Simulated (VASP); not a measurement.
BaHPb:

```
CELL_PARAMETERS angstrom
4.09128 0.00000 0.00000
0.00000 4.09128 0.00000
0.00000 0.00000 4.16714
ATOMIC_POSITIONS crystal
Ba 0.00000 0.00000 0.00000
H 0.50000 0.50000 0.50000
Pb 0.50000 0.50000 0.00000
```

The cell was generated, and may not be a known phase.

* Program: VASP 6.6.1
* Task: relaxation of cell and atoms
* Functional: PBE
* Potentials or basis: VASP PAW PBE potentials, release 64 (Ba_sv, H, Pb_d)
* Cutoff: 600 eV
* k mesh: 4 × 4 × 4
* Occupations: gaussian, width 0.1 eV
* Spin: no spin polarisation

At the start: pressure 28.5 GPa; volume 23.25 Å³/atom.

Q: Where does the relaxation end?

A: Over 8 steps the energy falls by 1032.2 meV/atom and the volume is 37.61 Å³/atom (+61.8 %); space group P4/mmm (No. 123, to 0.1 Å) before and after.

The path:
| step | energy change (eV) | largest force (eV/Å) | pressure (GPa) | volume (Å³) |
| --- | --- | --- | --- | --- |
| 1 | 0.0000 | 0.0000 | 28.49 | 69.75 |
| 2 | -3.0283 | 0.0000 | -1.40 | 118.82 |
| 3 | -3.0852 | 0.0000 | 0.55 | 107.29 |
| 4 | -3.0887 | 0.0000 | 0.04 | 109.69 |
| 5 | -3.0885 | 0.0000 | 0.23 | 108.79 |
| 6 | -3.0898 | 0.0000 | 0.22 | 109.20 |
| 7 | -3.0931 | 0.0000 | 0.19 | 110.42 |
| 8 | -3.0965 | 0.0000 | 0.12 | 112.84 |

Final structure:
```
Ba H Pb
1.0
     5.00001    0.00000    0.00000
     0.00000    5.00001    0.00000
     0.00000    0.00000    4.51356
Ba H Pb
1 1 1
Direct
  0.00000 0.00000 0.00000
  0.50000 0.50000 0.50000
  0.50000 0.50000 0.00000
```

Caveat: the k points lie up to 0.35 Å⁻¹ apart in the final cell, too coarse for converged energies and pressures of a metal; the volume moved by over 15 % at a fixed basis, so the end points are rough.
